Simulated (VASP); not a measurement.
# K3YF6 (Fm-3m) in VASP: a series of runs

K3YF6 is run at these levels: LDA; tasks: single point, relaxation of cell and atoms.

Everything below comes from runs of VASP 6.6.1. Logs are shortened: lines on timing, memory, paths and dates and some standing lists are left out, and cuts for length are marked.

## Step 1: The cell of the first run

The structure is cubic, space group Fm-3m (No. 225). The conventional cell has a = 9.050 Å, b = 9.050 Å, c = 9.050 Å, α = 90.00°, β = 90.00°, γ = 90.00°. K (site symmetry -43m) has 12 F at 3.20 Å and 4 K at 3.92 Å and 4 Y at 3.92 Å within 4.2 Å. Within 3.2 Å of K (site symmetry m-3m) lie 6 F at 2.41 Å. Within 2.8 Å of Y (site symmetry m-3m) lie 6 F at 2.12 Å. F (site symmetry 4mm) has 1 Y at 2.12 Å and 1 K at 2.41 Å within 2.8 Å.

## Step 2: Single point, LDA

File INCAR:

```
PREC = Accurate
ENCUT = 520
EDIFF = 1E-6
ISMEAR = 0
SIGMA = 0.01
LREAL = False
LASPH = True
NELM = 60
ALGO = Normal
ISIF = 2
LWAVE = False
LCHARG = True
GGA = CA
LELF = True
LVHAR = True
NBANDS = 51
```

File KPOINTS:

```
regular mesh
0
Gamma
  2 2 2
```

File POSCAR:

```
K3YF6
1.0
    0.0000000000      4.5251749154      4.5251749154
    4.5251749154      0.0000000000      4.5251749154
    4.5251749154      4.5251749154      0.0000000000
K Y F
3 1 6
Direct
    0.7500000000      0.7500000000      0.7500000000
    0.2500000000      0.2500000000      0.2500000000
    0.5000000000      0.5000000000      0.5000000000
    0.0000000000      0.0000000000      0.0000000000
    0.7657628168      0.2342371832      0.2342371832
    0.2342371832      0.2342371832      0.7657628168
    0.2342371832      0.7657628168      0.7657628168
    0.2342371832      0.7657628168      0.2342371832
    0.7657628168      0.2342371832      0.7657628168
    0.7657628168      0.7657628168      0.2342371832
```

Potentials or basis: VASP PAW LDA potentials, release 64 (K_sv, Y_sv, F).

The run is started by

```
$ cat potpaw_LDA.64/K_sv/POTCAR potpaw_LDA.64/Y_sv/POTCAR potpaw_LDA.64/F/POTCAR > POTCAR
$ mpirun -np 1 vasp_std > vasp.out
```

OUTCAR:

```text
PREC = Accurate
   ENCUT = 520
   EDIFF = 1E-6
   ISMEAR = 0
   LREAL = False
   LASPH = True
   NELM = 60
   ISIF = 2
   GGA = CA

 ion  position               nearest neighbor table
   1  0.750  0.750  0.750-   4 3.92   4 3.92   4 3.92   4 3.92
   2  0.250  0.250  0.250-   4 3.92   4 3.92   4 3.92   4 3.92
   3  0.500  0.500  0.500-   5 2.41   6 2.41   7 2.41   8 2.41   9 2.41  10 2.41
   4  0.000  0.000  0.000-   5 2.12   6 2.12   7 2.12   8 2.12   9 2.12  10 2.12   1 3.92   1 3.92
                             1 3.92   2 3.92   2 3.92   2 3.92   2 3.92   1 3.92
   5  0.766  0.234  0.234-   4 2.12   3 2.41
   6  0.234  0.234  0.766-   4 2.12   3 2.41
   7  0.234  0.766  0.766-   4 2.12   3 2.41
   8  0.234  0.766  0.234-   4 2.12   3 2.41
   9  0.766  0.234  0.766-   4 2.12   3 2.41
  10  0.766  0.766  0.234-   4 2.12   3 2.41

  LATTYP: Found a face centered cubic cell.
 ALAT       =     9.0503498308

  Lattice vectors:

 A1 = (   0.0000000000,   4.5251749154,   4.5251749154)
 A2 = (   4.5251749154,   0.0000000000,   4.5251749154)
 A3 = (   4.5251749154,   4.5251749154,   0.0000000000)

Analysis of symmetry for initial positions (statically):
=====================================================================
 Subroutine PRICEL returns:
 Original cell was already a primitive cell.

 Routine SETGRP: Setting up the symmetry group for a
 face centered cubic supercell.

 Subroutine GETGRP returns: Found 48 space group operations
 (whereof 48 operations were pure point group operations)
 out of a pool of 48 trial point group operations.

The static configuration has the point symmetry O_h .

Analysis of symmetry for dynamics (positions and initial velocities):
=====================================================================
 Subroutine PRICEL returns:
 Original cell was already a primitive cell.

 Routine SETGRP: Setting up the symmetry group for a
 face centered cubic supercell.

 Subroutine GETGRP returns: Found 48 space group operations
 (whereof 48 operations were pure point group operations)
 out of a pool of 48 trial point group operations.

The dynamic configuration has the point symmetry O_h .

 Subroutine INISYM returns: Found 48 space group operations
[... 94 lines left out ...]
   NSW    =      0    number of steps for IOM
   IBRION =     -1    ionic relax: 0-MD 1-quasi-New 2-CG
   NFREE  =      0    steps in history (QN), initial steepest desc. (CG)
   ISIF   =      2    stress and relaxation
   ISYM   =      2    0-nonsym 1-usesym 2-fastsym
   POTIM  = 0.5000    time-step for ionic-motion
   TEBEG  =    0.0;   TEEND  =   0.0 temperature during run
   PSTRESS=    0.0 pullay stress
   NELECT =      80.0000    total number of electrons
   NUPDOWN=      -1.0000    fix difference up-down
   EMIN   =  10.00;   EMAX   =-10.00  energy-range for DOS
   EFERMI =   0.00;   METHOD = LEGACY
   ISMEAR =     0;   SIGMA  =   0.01  broadening in eV -4-tet -1-fermi 0-gaus
   EFERMI_NEDOS =   21; number of points for ismear=-14 and -15
   IALGO  =     38    algorithm
   IMIX   =      4    mixing-type and parameters
     AMIX     =   0.40;   BMIX     =  1.00
     AMIX_MAG =   1.60;   BMIX_MAG =  1.00
  volume/ion in A,a.u.               =      18.53       125.06
  Fermi-wavevector in a.u.,A,eV,Ry     =   1.237256  2.338074 20.827821  1.530802
  Thomas-Fermi vector in A             =   2.371830
   LORBIT       =      0    0 simple, 1 ext, 2 COOP (PROOUT), +10 PAW based schemes
   GGA     = CA    functional components
   LHFCALC =     F    Hartree Fock is set to
   AEXX    =    0.0000 exact exchange contribution
   IVDW    =     0    specifies the selected vdW correction
   LEPSILON=     F    determine dielectric tensor
   LRPA    =     F    only Hartree local field effects (RPA)
 non-spin polarized calculation
 Gauss-broadening in eV      SIGMA  =   0.01
  energy-cutoff  :      520.00
  volume of cell :      185.33
 maximum number of plane-waves:      5029
 NGX is ok and might be reduce to    48
   NGX = 23   NGY = 23   NGZ = 23

 number of electron      79.9999967 magnetization

 Free energy of the ion-electron system (eV)
  ---------------------------------------------------
  ext. energy  EPLUGINS =         0.00000000
  ---------------------------------------------------
  free energy    TOTEN  =       -57.15407509 eV

  energy without entropy =      -57.15407509  energy(sigma->0) =      -57.15407509

 E-fermi :  -3.2252     XC(G=0):  -9.0511

 val. band max:       -3.3206567916   @ k =   0.0000   0.0000   0.0000
 cond. band min:       2.4997720482   @ k =   0.0000   0.0000   0.0000
 fundamental gap:      5.8204288398
 Fermi energy:        -3.2252166648

 k-point     1 :       0.0000    0.0000    0.0000
  band No.  band energies     occupation
      1     -40.4298      2.00000
      2     -29.6445      2.00000
      3     -29.6357      2.00000
      4     -27.2706      2.00000
      5     -23.1510      2.00000
      6     -23.1510      2.00000
[... 151 lines left out ...]
     50       6.8761      0.00000
     51       7.5194      0.00000

------------------------ aborting loop because EDIFF is reached ----------------------------------------

  FORCE on cell =-STRESS in cart. coord.  units (eV):
  Direction    XX          YY          ZZ          XY          YZ          ZX
  --------------------------------------------------------------------------------------
  -------------------------------------------------------------------------------------
  Total        0.1229024      0.1229024      0.1229024      0.0000000      0.0000000     -0.0000000
  in kB        1.0625149      1.0625149      1.0625149      0.0000000      0.0000000     -0.0000000
  external PRESSURE =       1.0625149 kB  Pullay stress =       0.0000000 kB

 VOLUME and BASIS-vectors are now :
 -----------------------------------------------------------------------------
  energy-cutoff  :      520.00
  volume of cell :      185.33
      direct lattice vectors                 reciprocal lattice vectors
     0.000000000  4.525174915  4.525174915    -0.110492966  0.110492966  0.110492966
     4.525174915  0.000000000  4.525174915     0.110492966 -0.110492966  0.110492966
     4.525174915  4.525174915  0.000000000     0.110492966  0.110492966 -0.110492966

 POSITION                                       TOTAL-FORCE (eV/Angst)
 -----------------------------------------------------------------------------------
      6.78776      6.78776      6.78776         0.000000      0.000000      0.000000
      2.26259      2.26259      2.26259        -0.000000      0.000000     -0.000000
      4.52517      4.52517      4.52517         0.000000      0.000000      0.000000
      0.00000      0.00000      0.00000         0.000000      0.000000     -0.000000
      2.11993      4.52517      4.52517         0.004640      0.000000      0.000000
      4.52517      4.52517      2.11993         0.000000      0.000000      0.004640
      6.93042      4.52517      4.52517        -0.004640      0.000000      0.000000
      4.52517      2.11993      4.52517         0.000000      0.004640      0.000000
      4.52517      6.93042      4.52517         0.000000     -0.004640      0.000000
      4.52517      4.52517      6.93042         0.000000      0.000000     -0.004640
 -----------------------------------------------------------------------------------
    total drift:                               -0.000000     -0.000000      0.000000

  FREE ENERGIE OF THE ION-ELECTRON SYSTEM (eV)
  ---------------------------------------------------
  free  energy   TOTEN  =       -57.1540750877 eV

  energy  without entropy=      -57.1540750877  energy(sigma->0) =      -57.15407509
```

stdout:

```text
POSCAR found type information on POSCAR K Y F
 POSCAR found :  3 types and      10 ions
 scaLAPACK will be used
 LDA part: xc-table for (Slater(with rela. corr.)+CA(PZ))
 , standard interpolation
 POSCAR, INCAR and KPOINTS ok, starting setup
 FFT: planning ... GRIDC
 FFT: planning ... GRID_SOFT
 FFT: planning ... GRID
 WAVECAR not read
 entering main loop
```

Wall time 63 s (1 thread of Intel Xeon 8259CL, shared host); peak memory 0.27 GiB.

Results:

```
Free energy            : -57.1541 eV
Pressure               : 0.1 GPa
Largest force          : 0.005 eV/Å
Band gap on the k mesh : 5.82 eV
```

Forces in eV/Å, atoms in the order of the input:
```
K    0.000  0.000  0.000
K    0.000  0.000  0.000
K    0.000  0.000  0.000
Y    0.000  0.000  0.000
F    0.005  0.000  0.000
F    0.000  0.000  0.005
F   -0.005  0.000  0.000
F    0.000  0.005  0.000
F    0.000 -0.005  0.000
F    0.000  0.000 -0.005
```

Caveat: the k points lie up to 0.60 Å⁻¹ apart.

## Step 3: Relaxation of cell and atoms, LDA

This run uses another cell than the first one, of 21.01 Å³/atom.

File INCAR:

```
ALGO = Normal ; EDIFF = 1E-6
EDIFFG = -0.001 ; ENCUT = 600
GGA = CA ; IBRION = 2
ISIF = 3 ; ISMEAR = 0
LASPH = T ; LCHARG = F
LREAL = F ; LWAVE = F
NELM = 100 ; NSW = 80
PREC = Accurate ; SIGMA = 0.01
```

File KPOINTS:

```
k-points
0
Gamma
  2 2 2
```

File POSCAR:

```
K3YF6
1.0
    0.0000000000      4.7181050000      4.7181050000
    4.7181050000      0.0000000000      4.7181050000
    4.7181050000      4.7181050000      0.0000000000
K Y F
3 1 6
Direct
    0.7500000000      0.7500000000      0.7500000000
    0.2500000000      0.2500000000      0.2500000000
    0.5000000000      0.5000000000      0.5000000000
    0.0000000000      0.0000000000      0.0000000000
    0.7688340001      0.2311659999      0.2311659999
    0.2311659999      0.2311659999      0.7688340001
    0.2311659999      0.7688340001      0.7688340001
    0.2311659999      0.7688340001      0.2311659999
    0.7688340001      0.2311659999      0.7688340001
    0.7688340001      0.7688340001      0.2311659999
```

Potentials or basis: VASP PAW LDA potentials, release 64 (K_sv, Y_sv, F).

The run is started by

```
$ cat potpaw_LDA.64/K_sv/POTCAR potpaw_LDA.64/Y_sv/POTCAR potpaw_LDA.64/F/POTCAR > POTCAR
$ mpirun -np 1 vasp_std > vasp.out
```

Wall time 11 min (1 thread of Intel Xeon 8259CL, shared host); peak memory 0.36 GiB.

The run converged. Its results:

| Quantity | Value |
| --- | --- |
| Free energy | -57.2131 eV |
| Relaxed volume | 18.51 Å³/atom |
| Relaxed cell | a = 6.397 Å, b = 6.397 Å, c = 6.397 Å, α = 60.00°, β = 60.00°, γ = 60.00° |
| Space group after relaxing (to 0.1 Å) | Fm-3m (No. 225) |
| Energy gained by relaxing | 36.8 meV/atom |
| Ionic steps | 17 |
| Pressure after relaxing | 0.0 GPa |
| Band gap on the k mesh | 5.83 eV |

Step by step:
| step | energy change (eV) | largest force (eV/Å) | pressure (GPa) | volume (Å³) |
| --- | --- | --- | --- | --- |
| 1 | 0.0000 | 0.3759 | -4.56 | 210.05 |
| 2 | -0.2748 | 0.6211 | -0.19 | 192.40 |
| 3 | -0.2763 | 0.5421 | -0.56 | 193.55 |
| 4 | -0.3454 | 0.2881 | -0.28 | 188.98 |
| 5 | -0.3675 | 0.0186 | 0.21 | 184.03 |
| 6 | -0.3681 | 0.0288 | 0.13 | 184.76 |
| 7 | -0.3681 | 0.0177 | 0.15 | 184.59 |
| 8 | -0.3683 | 0.0223 | -0.06 | 185.16 |
| 9 | -0.3683 | 0.0094 | 0.00 | 184.97 |
| 10 | -0.3683 | 0.0070 | 0.02 | 184.94 |
| 11 | -0.3683 | 0.0081 | 0.02 | 184.95 |
| 12 | -0.3683 | 0.0087 | 0.02 | 184.96 |
| 13 | -0.3683 | 0.0038 | 0.01 | 185.04 |
| 14 | -0.3683 | 0.0013 | 0.00 | 185.12 |
| 15 | -0.3684 | 0.0015 | -0.01 | 185.11 |
| 16 | -0.3684 | 0.0011 | 0.00 | 185.07 |
| 17 | -0.3684 | 0.0009 | 0.00 | 185.08 |

Final structure:
```yaml
crystal:
  lattice:
    - [0.00000, 4.52316, 4.52316]
    - [4.52316, 0.00000, 4.52316]
    - [4.52316, 4.52316, 0.00000]
  atoms:
    - { symbol: K, position: [0.75000, 0.75000, 0.75000] }
    - { symbol: K, position: [0.25000, 0.25000, 0.25000] }
    - { symbol: K, position: [0.50000, 0.50000, 0.50000] }
    - { symbol: Y, position: [0.00000, 0.00000, 0.00000] }
    - { symbol: F, position: [0.76569, 0.23431, 0.23431] }
    - { symbol: F, position: [0.23431, 0.23431, 0.76569] }
    - { symbol: F, position: [0.23431, 0.76569, 0.76569] }
    - { symbol: F, position: [0.23431, 0.76569, 0.23431] }
    - { symbol: F, position: [0.76569, 0.23431, 0.76569] }
    - { symbol: F, position: [0.76569, 0.76569, 0.23431] }
```

Levels at points of the mesh, in eV from the valence-band top:
```tsv
k point	band 38	band 39	band 40	band 41	band 42	band 43
(0.00, 0.00, 0.00)	0.00	0.00	0.00	5.83	8.63	8.63
(0.50, 0.00, 0.00)	-0.24	-0.24	-0.19	7.64	7.82	8.82
(0.50, 0.50, 0.00)	-0.03	-0.01	-0.01	7.84	8.58	8.73
```

Caveat: the k points lie up to 0.60 Å⁻¹ apart in the final cell.
